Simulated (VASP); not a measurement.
# Zn4W (P4/mmm) in VASP: a series of runs

Zn4W is run at these levels: PBE; tasks: single point, relaxation of cell and atoms.

Everything below comes from runs of VASP 6.6.1. Logs are shortened: lines on timing, memory, paths and dates and some standing lists are left out, and cuts for length are marked.

### 1 The cell of the first run

The structure is tetragonal, space group P4/mmm (No. 123). The conventional cell has a = 4.262 Å, b = 4.262 Å, c = 4.583 Å, α = 90.00°, β = 90.00°, γ = 90.00°. Within 2.3 Å of Zn (site symmetry m2m) lie 3 Zn at 1.76 to 1.77 Å. W (site symmetry 4/mmm) has 8 Zn at 2.61 Å within 3.4 Å.

The cell was generated, and may not be a known phase.

### 2 Single point, PBE

INCAR

```
PREC = Accurate
ENCUT = 520
EDIFF = 1E-7
ISMEAR = 0
SIGMA = 0.1
LREAL = F
LASPH = T
NELM = 100
ALGO = Normal
ISIF = 2
LWAVE = F
LCHARG = F
GGA = PE
NBANDS = 39
```

KPOINTS

```
regular mesh
0
Gamma
  4 4 4
```

POSCAR

```
Zn4W
1.0
    4.2618588900      0.0000000000      0.0000000000
    0.0000000000      4.2618588900      0.0000000000
    0.0000000000      0.0000000000      4.5831207500
Zn W
4 1
Direct
    0.2922635400      0.0000000000      0.5000000000
    0.7077364600      0.0000000000      0.5000000000
    0.0000000000      0.2922635400      0.5000000000
    0.0000000000      0.7077364600      0.5000000000
    0.0000000000      0.0000000000      0.0000000000
```

Potentials or basis: VASP PAW PBE potentials, release 64 (Zn, W_sv).

Launch:

```bash
> cat potpaw_PBE.64/Zn/POTCAR potpaw_PBE.64/W_sv/POTCAR > POTCAR
> mpirun -np 1 vasp_std > vasp.out
```

OUTCAR:

```text
PREC = Accurate
   ENCUT = 520
   EDIFF = 1E-7
   ISMEAR = 0
   LREAL = F
   LASPH = T
   NELM = 100
   ISIF = 2
   GGA = PE

 ion  position               nearest neighbor table
   1  0.292  0.000  0.500-   3 1.76   4 1.76   2 1.77   2 2.49   5 2.61   5 2.61
   2  0.708  0.000  0.500-   3 1.76   4 1.76   1 1.77   1 2.49   5 2.61   5 2.61
   3  0.000  0.292  0.500-   1 1.76   2 1.76   4 1.77   4 2.49   5 2.61   5 2.61
   4  0.000  0.708  0.500-   1 1.76   2 1.76   3 1.77   3 2.49   5 2.61   5 2.61
   5  0.000  0.000  0.000-   1 2.61   2 2.61   3 2.61   4 2.61   1 2.61   2 2.61   3 2.61   4 2.61

  LATTYP: Found a simple tetragonal cell.
 ALAT       =     4.2618588900
 C/A-ratio  =     1.0753806891

  Lattice vectors:

 A1 = (   4.2618588900,   0.0000000000,   0.0000000000)
 A2 = (   0.0000000000,   4.2618588900,   0.0000000000)
 A3 = (   0.0000000000,   0.0000000000,   4.5831207500)

Analysis of symmetry for initial positions (statically):
=====================================================================
 Subroutine PRICEL returns:
 Original cell was already a primitive cell.

 Routine SETGRP: Setting up the symmetry group for a
 simple tetragonal supercell.

 Subroutine GETGRP returns: Found 16 space group operations
 (whereof 16 operations were pure point group operations)
 out of a pool of 16 trial point group operations.

The static configuration has the point symmetry D_4h.

Analysis of symmetry for dynamics (positions and initial velocities):
=====================================================================
 Subroutine PRICEL returns:
 Original cell was already a primitive cell.

 Routine SETGRP: Setting up the symmetry group for a
 simple tetragonal supercell.

 Subroutine GETGRP returns: Found 16 space group operations
 (whereof 16 operations were pure point group operations)
 out of a pool of 16 trial point group operations.

The dynamic configuration has the point symmetry D_4h.

 Subroutine INISYM returns: Found 16 space group operations
 (whereof 16 operations are pure point group operations),
 and found     1 'primitive' translations

----------------------------------------------------------------------------------------

                                     Primitive cell

  volume of cell :      83.2452

  direct lattice vectors                    reciprocal lattice vectors
     4.261858890  0.000000000  0.000000000     0.234639397  0.000000000  0.000000000
     0.000000000  4.261858890  0.000000000     0.000000000  0.234639397  0.000000000
     0.000000000  0.000000000  4.583120750     0.000000000  0.000000000  0.218191938

  length of vectors
     4.261858890  4.261858890  4.583120750     0.234639397  0.234639397  0.218191938

  position of ions in fractional coordinates (direct lattice)
     0.292263540  0.000000000  0.500000000
     0.707736460  0.000000000  0.500000000
     0.000000000  0.292263540  0.500000000
     0.000000000  0.707736460  0.500000000
     0.000000000  0.000000000  0.000000000

  ion indices of the primitive-cell ions
   primitive index   ion index
                 1           1
                 2           2
                 3           3
                 4           4
                 5           5

----------------------------------------------------------------------------------------

 KPOINTS: regular mesh

Automatic generation of k-mesh.
 Grid dimensions read from file:
 generate k-points for:    4    4    4

 Generating k-lattice:

  Cartesian coordinates                     Fractional coordinates (reciprocal lattice)
     0.058659849  0.000000000  0.000000000     0.250000000  0.000000000  0.000000000
     0.000000000  0.058659849  0.000000000     0.000000000  0.250000000  0.000000000
     0.000000000  0.000000000  0.054547985     0.000000000  0.000000000  0.250000000

  Length of vectors
     0.058659849  0.058659849  0.054547985

  Shift w.r.t. Gamma in fractional coordinates (k-lattice)
     0.000000000  0.000000000  0.000000000

 Subroutine IBZKPT returns following result:
 ===========================================

 Found     18 irreducible k-points:

 Following reciprocal coordinates:
            Coordinates               Weight
  0.000000  0.000000  0.000000      1.000000
  0.250000  0.000000  0.000000      4.000000
  0.500000  0.000000  0.000000      2.000000
  0.250000  0.250000  0.000000      4.000000
  0.500000  0.250000  0.000000      4.000000
  0.500000  0.500000  0.000000      1.000000
[... 10 lines left out ...]
  0.500000  0.250000  0.500000      4.000000
  0.500000  0.500000  0.500000      1.000000
   k-points           NKPTS =     18   k-points in BZ     NKDIM =     18   number of bands    NBANDS=     39
   number of dos      NEDOS =    301   number of ions     NIONS =      5
   total plane-waves  NPLWV =  36864
   dimension x,y,z NGX =    32 NGY =   32 NGZ =   36
   dimension x,y,z NGXF=    64 NGYF=   64 NGZF=   72
   ions per type =               4   1
   NGX,Y,Z   is equivalent  to a cutoff of  12.48, 12.48, 13.06 a.u.
   NGXF,Y,Z  is equivalent  to a cutoff of  24.97, 24.97, 26.12 a.u.
 SYSTEM =  unknown system
   PREC   = accura    normal or accurate (medium, high low for compatibility)
   ISTART =      0    job   : 0-new  1-cont  2-samecut
   ICHARG =      2    charge: 1-file 2-atom 10-const
   ISPIN  =      1    spin polarized calculation?
   LNONCOLLINEAR =      F non collinear calculations
   LSORBIT =      F    spin-orbit coupling
   LASPH  =      T    aspherical Exc in radial PAW
   ENCUT  =  520.0 eV  38.22 Ry    6.18 a.u.   7.92  7.92  8.52*2*pi/ulx,y,z
   NELM   =    100;   NELMIN=  2; NELMDL= -5     # of ELM steps
   EDIFF  = 0.1E-06   stopping-criterion for ELM
   LREAL  =      F    real-space projection
   EDIFFG = 0.1E-05   stopping-criterion for IOM
   NSW    =      0    number of steps for IOM
   IBRION =     -1    ionic relax: 0-MD 1-quasi-New 2-CG
   NFREE  =      0    steps in history (QN), initial steepest desc. (CG)
   ISIF   =      2    stress and relaxation
   ISYM   =      2    0-nonsym 1-usesym 2-fastsym
   POTIM  = 0.5000    time-step for ionic-motion
   TEBEG  =    0.0;   TEEND  =   0.0 temperature during run
   PSTRESS=    0.0 pullay stress
   NELECT =      62.0000    total number of electrons
   NUPDOWN=      -1.0000    fix difference up-down
   EMIN   =  10.00;   EMAX   =-10.00  energy-range for DOS
   EFERMI =   0.00;   METHOD = LEGACY
   ISMEAR =     0;   SIGMA  =   0.10  broadening in eV -4-tet -1-fermi 0-gaus
   EFERMI_NEDOS =   21; number of points for ismear=-14 and -15
   IALGO  =     38    algorithm
   IMIX   =      4    mixing-type and parameters
     AMIX     =   0.40;   BMIX     =  1.00
     AMIX_MAG =   1.60;   BMIX_MAG =  1.00
  volume/ion in A,a.u.               =      16.65       112.35
  Fermi-wavevector in a.u.,A,eV,Ry     =   1.483949  2.804257 29.961444  2.202104
  Thomas-Fermi vector in A             =   2.597547
   LORBIT       =      0    0 simple, 1 ext, 2 COOP (PROOUT), +10 PAW based schemes
   GGA     = PE    functional components
   LHFCALC =     F    Hartree Fock is set to
   AEXX    =    0.0000 exact exchange contribution
   IVDW    =     0    specifies the selected vdW correction
   LEPSILON=     F    determine dielectric tensor
   LRPA    =     F    only Hartree local field effects (RPA)
 non-spin polarized calculation
 Gauss-broadening in eV      SIGMA  =   0.10
  energy-cutoff  :      520.00
  volume of cell :       83.25
 maximum number of plane-waves:      2272
 NGX is ok and might be reduce to    32
   NGX = 15   NGY = 15   NGZ = 17

 number of electron      62.0000001 magnetization

 Free energy of the ion-electron system (eV)
  ---------------------------------------------------
  ext. energy  EPLUGINS =         0.00000000
  ---------------------------------------------------
  free energy    TOTEN  =         9.08077449 eV

  energy without entropy =        9.09447073  energy(sigma->0) =        9.08762261

 E-fermi :   3.6716     XC(G=0): -10.9064

 val. band max:        3.6582945409   @ k =   0.2500   0.2500   0.5000
 cond. band min:       3.7373203914   @ k =   0.5000   0.0000   0.5000
 fundamental gap:      0.0790258505
 Fermi energy:         3.6715884697

 k-point     1 :       0.0000    0.0000    0.0000
  band No.  band energies     occupation
      1     -70.4846      2.00000
      2     -34.7535      2.00000
      3     -34.7535      2.00000
      4     -34.6428      2.00000
      5     -10.8626      2.00000
      6      -8.2307      2.00000
[... 31 lines left out ...]
     38      10.4022      0.00000
     39      12.2389      0.00000

 k-point     2 :       0.2500    0.0000    0.0000
  band No.  band energies     occupation
      1     -70.4846      2.00000
      2     -34.7561      2.00000
      3     -34.7534      2.00000
      4     -34.6426      2.00000
      5     -10.5067      2.00000
      6      -8.3464      2.00000
[... 31 lines left out ...]
     38      10.1829      0.00000
     39      10.3940      0.00000

 k-point     3 :       0.5000    0.0000    0.0000
  band No.  band energies     occupation
      1     -70.4845      2.00000
      2     -34.7587      2.00000
      3     -34.7532      2.00000
      4     -34.6423      2.00000
      5     -10.0098      2.00000
      6      -8.5360      2.00000
[... 31 lines left out ...]
     38       9.4009      0.00000
     39       9.9683      0.00000

 k-point     4 :       0.2500    0.2500    0.0000
  band No.  band energies     occupation
      1     -70.4845      2.00000
      2     -34.7560      2.00000
      3     -34.7559      2.00000
      4     -34.6423      2.00000
      5     -10.1122      2.00000
      6      -8.7317      2.00000
[... 31 lines left out ...]
     38      10.4458      0.00000
     39      10.7385      0.00000
[... 502 lines left out ...]
     38      10.3195      0.00000
     39      11.4932      0.00000

 k-point    17 :       0.5000    0.2500    0.5000
  band No.  band energies     occupation
      1     -70.4844      2.00000
      2     -34.7575      2.00000
      3     -34.7548      2.00000
      4     -34.6477      2.00000
      5      -9.3561      2.00000
      6      -8.9493      2.00000
[... 31 lines left out ...]
     38      10.6700      0.00000
     39      11.3186      0.00000

 k-point    18 :       0.5000    0.5000    0.5000
  band No.  band energies     occupation
      1     -70.4845      2.00000
      2     -34.7573      2.00000
      3     -34.7573      2.00000
      4     -34.6473      2.00000
      5      -9.1344      2.00000
      6      -8.2956      2.00000
[... 31 lines left out ...]
     38      13.5646      0.00000
     39      13.5646      0.00000

------------------------ aborting loop because EDIFF is reached ----------------------------------------

  FORCE on cell =-STRESS in cart. coord.  units (eV):
  Direction    XX          YY          ZZ          XY          YZ          ZX
  --------------------------------------------------------------------------------------
  -------------------------------------------------------------------------------------
  Total       83.4742016     83.4742016      5.1592419      0.0000000     -0.0000000      0.0000000
  in kB     1606.5839508   1606.5839508     99.2972096      0.0000000     -0.0000000      0.0000000
  external PRESSURE =    1104.1550370 kB  Pullay stress =       0.0000000 kB

 VOLUME and BASIS-vectors are now :
 -----------------------------------------------------------------------------
  energy-cutoff  :      520.00
  volume of cell :       83.25
      direct lattice vectors                 reciprocal lattice vectors
     4.261858890  0.000000000  0.000000000     0.234639397  0.000000000  0.000000000
     0.000000000  4.261858890  0.000000000     0.000000000  0.234639397  0.000000000
     0.000000000  0.000000000  4.583120750     0.000000000  0.000000000  0.218191938

 POSITION                                       TOTAL-FORCE (eV/Angst)
 -----------------------------------------------------------------------------------
      1.24559      0.00000      2.29156         9.015972      0.000000      0.000000
      3.01627      0.00000      2.29156        -9.015972      0.000000     -0.000000
      0.00000      1.24559      2.29156         0.000000      9.015972     -0.000000
      0.00000      3.01627      2.29156        -0.000000     -9.015972      0.000000
      0.00000      0.00000      0.00000         0.000000      0.000000     -0.000000
 -----------------------------------------------------------------------------------
    total drift:                               -0.000000      0.000000      0.000000

  FREE ENERGIE OF THE ION-ELECTRON SYSTEM (eV)
  ---------------------------------------------------
  free  energy   TOTEN  =         9.0807744949 eV

  energy  without entropy=        9.0944707271  energy(sigma->0) =        9.08762261
```

It took 66 s on 1 thread of Intel Xeon Platinum 8488C (Sapphire Rapids), shared host; peak memory 0.21 GiB.

Results:

```
Free energy            : 9.0808 eV
Pressure               : 110.4 GPa
Largest force          : 9.016 eV/Å
Band gap on the k mesh : zero (bands 31 and 32 overlap by 1.55 eV)
```

Forces on the atoms (eV/Å):
```
Zn   9.016  0.000  0.000
Zn  -9.016  0.000  0.000
Zn   0.000  9.016  0.000
Zn   0.000 -9.016  0.000
W    0.000  0.000  0.000
```

Caveat: the k points lie up to 0.37 Å⁻¹ apart, too coarse for converged energies and pressures of a metal; spin-orbit coupling is left out, which moves the levels of the heavy elements; forces of over 1 eV/Å act on the atoms, so gaps and moduli don't describe the material at rest.

### 3 Single point, PBE

This run uses another cell than the first one, of 26.44 Å³/atom.

INCAR

```
SYSTEM = Zn4W
PREC = Accurate
ENCUT = 520
EDIFF = 1E-6
ISMEAR = 0
SIGMA = 0.1
LREAL = .False.
LASPH = .True.
NELM = 60
ALGO = Fast
ISIF = 2
LWAVE = .False.
LCHARG = .False.
GGA = PE
NBANDS = 39
```

KPOINTS

```
Automatic mesh
0
Gamma
  4 4 6
  0 0 0
```

POSCAR

```
Zn4W
1.0
    7.2174680734      0.0000000000      0.0000000000
    0.0000000000      7.2174680734      0.0000000000
    0.0000000000      0.0000000000      2.5382741503
Zn W
4 1
Direct
    0.3271389632      0.0000000000      0.5000000000
    0.6728610368      0.0000000000      0.5000000000
    0.0000000000      0.3271389632      0.5000000000
    0.0000000000      0.6728610368      0.5000000000
    0.0000000000      0.0000000000      0.0000000000
```

Potentials or basis: VASP PAW PBE potentials, release 64 (Zn, W_sv).

Launch:

```bash
> cat potpaw_PBE.64/Zn/POTCAR potpaw_PBE.64/W_sv/POTCAR > POTCAR
> mpirun -np 1 vasp_std > vasp.out
```

OUTCAR:

```text
SYSTEM = Zn4W
   PREC = Accurate
   ENCUT = 520
   EDIFF = 1E-6
   ISMEAR = 0
   LREAL = .False.
   LASPH = .True.
   NELM = 60
   ISIF = 2
   GGA = PE

 ion  position               nearest neighbor table
   1  0.327  0.000  0.500-   2 2.50   5 2.68   5 2.68
   2  0.673  0.000  0.500-   1 2.50   5 2.68   5 2.68
   3  0.000  0.327  0.500-   4 2.50   5 2.68   5 2.68
   4  0.000  0.673  0.500-   3 2.50   5 2.68   5 2.68
   5  0.000  0.000  0.000-   1 2.68   2 2.68   3 2.68   4 2.68   1 2.68   2 2.68   3 2.68   4 2.68

  LATTYP: Found a simple tetragonal cell.
 ALAT       =     7.2174680734
 C/A-ratio  =     0.3516848463

  Lattice vectors:

 A1 = (   7.2174680734,   0.0000000000,   0.0000000000)
 A2 = (   0.0000000000,   7.2174680734,   0.0000000000)
 A3 = (   0.0000000000,   0.0000000000,   2.5382741503)

Analysis of symmetry for initial positions (statically):
=====================================================================
 Subroutine PRICEL returns:
 Original cell was already a primitive cell.

 Routine SETGRP: Setting up the symmetry group for a
 simple tetragonal supercell.

[... 172 lines left out ...]

 E-fermi :   0.9033     XC(G=0):  -8.3407

 val. band max:        0.8852394029   @ k =   0.0000   0.0000   0.3333
 cond. band min:       0.9140715711   @ k =   0.2500   0.0000   0.3333
 fundamental gap:      0.0288321682
 Fermi energy:         0.9033102165

 k-point     1 :       0.0000    0.0000    0.0000
  band No.  band energies     occupation
      1     -72.8007      2.00000
      2     -37.0514      2.00000
      3     -37.0514      2.00000
      4     -36.2004      2.00000
      5      -7.6253      2.00000
      6      -7.0030      2.00000
[... 997 lines left out ...]
     38       7.1922      0.00000
     39       7.8518      0.00000

------------------------ aborting loop because EDIFF is reached ----------------------------------------

  FORCE on cell =-STRESS in cart. coord.  units (eV):
  Direction    XX          YY          ZZ          XY          YZ          ZX
  --------------------------------------------------------------------------------------
  -------------------------------------------------------------------------------------
  Total        0.1633216      0.1633216      0.2720527      0.0000000      0.0000000      0.0000000
  in kB        1.9790012      1.9790012      3.2965177      0.0000000      0.0000000      0.0000000
  external PRESSURE =       2.4181734 kB  Pullay stress =       0.0000000 kB

 VOLUME and BASIS-vectors are now :
 -----------------------------------------------------------------------------
  energy-cutoff  :      520.00
  volume of cell :      132.22
      direct lattice vectors                 reciprocal lattice vectors
     7.217468073  0.000000000  0.000000000     0.138552743  0.000000000  0.000000000
     0.000000000  7.217468073  0.000000000     0.000000000  0.138552743  0.000000000
     0.000000000  0.000000000  2.538274150     0.000000000  0.000000000  0.393968477

 POSITION                                       TOTAL-FORCE (eV/Angst)
 -----------------------------------------------------------------------------------
      2.36112      0.00000      1.26914         0.017407      0.000000      0.000000
      4.85635      0.00000      1.26914        -0.017407      0.000000      0.000000
      0.00000      2.36112      1.26914         0.000000      0.017407     -0.000000
      0.00000      4.85635      1.26914        -0.000000     -0.017407     -0.000000
      0.00000      0.00000      0.00000        -0.000000      0.000000      0.000000
 -----------------------------------------------------------------------------------
    total drift:                                0.000000      0.000000     -0.000000

  FREE ENERGIE OF THE ION-ELECTRON SYSTEM (eV)
  ---------------------------------------------------
  free  energy   TOTEN  =       -15.2920838911 eV

  energy  without entropy=      -15.2792426192  energy(sigma->0) =      -15.28566326
```

stdout:

```text
POSCAR found type information on POSCAR ZnW
 POSCAR found :  2 types and       5 ions
 scaLAPACK will be used
 LDA part: xc-table for (Slater+PW92), standard interpolation
 POSCAR, INCAR and KPOINTS ok, starting setup
 FFT: planning ... GRIDC
 FFT: planning ... GRID_SOFT
 FFT: planning ... GRID
 WAVECAR not read
 entering main loop
```

Run time: 3.2 min. Hardware: 1 thread of Intel Xeon Platinum 8488C (Sapphire Rapids), shared host; peak memory 0.29 GiB.

What came out:

```yaml
Free_energy: -15.2921 eV
Pressure: 0.2 GPa
Largest_force: 0.017 eV/Å
Band_gap_on_the_k_mesh: zero (bands 31 and 32 overlap by 2.33 eV)
```

Forces on the atoms (eV/Å):
```
Zn   0.017  0.000  0.000
Zn  -0.017  0.000  0.000
Zn   0.000  0.017  0.000
Zn   0.000 -0.017  0.000
W    0.000  0.000  0.000
```

Caveat: the k points lie up to 0.41 Å⁻¹ apart, too coarse for converged energies and pressures of a metal; spin-orbit coupling is left out, which moves the levels of the heavy elements.

(Continued in part 2 of 2.)

The gap in the log of VASP goes by the Fermi energy; the results here count the filled bands.